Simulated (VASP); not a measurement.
A run of VASP 6.6.1 is set up as follows.

File INCAR:

```
ALGO = Normal ; EDIFF = 1E-6
ENCUT = 520 ; GGA = PE
ISIF = 2 ; ISMEAR = 0
LASPH = T ; LCHARG = T
LELF = T ; LREAL = F
LVHAR = T ; LWAVE = F
NBANDS = 23 ; NELM = 100
PREC = Accurate ; SIGMA = 0.1
```

KPOINTS

```
k-points
0
Gamma
  18 18 6
```

Contents of POSCAR:

```
HfNiP2
1.0
    2.9438744905      0.0000000000      0.0000000000
   -1.4719372453      2.5494700944      0.0000000000
    0.0000000000      0.0000000000      9.3372554551
Hf Ni P
1 1 2
Direct
    0.0000000000      0.0000000000      0.0000000000
    0.0000000000      0.0000000000      0.5000000000
    0.0000000000      0.0000000000      0.7273051437
    0.0000000000      0.0000000000      0.2726948563
```

Potentials or basis: VASP PAW PBE potentials, release 64 (Hf_pv, Ni, P).

Command:

```sh
$ cat potpaw_PBE.64/Hf_pv/POTCAR potpaw_PBE.64/Ni/POTCAR potpaw_PBE.64/P/POTCAR > POTCAR
$ mpirun -np 1 vasp_std > vasp.out
```

Q: Predict the pressure.

A: 0.1 GPa.

Q: What does it give for the band gap on the k mesh?

A: Zero (band 15 reaches 8.40 eV, above the bottom of band 16 at 5.92 eV).

Stress tensor (GPa, compression positive):
```
-0.05  0.00  0.00
 0.00 -0.05  0.00
 0.00  0.00  0.33
```

Caveat: spin-orbit coupling is left out, which moves the levels of the heavy elements. Spin polarisation is off, so any magnetic state and its effect on volume and gap are missing.
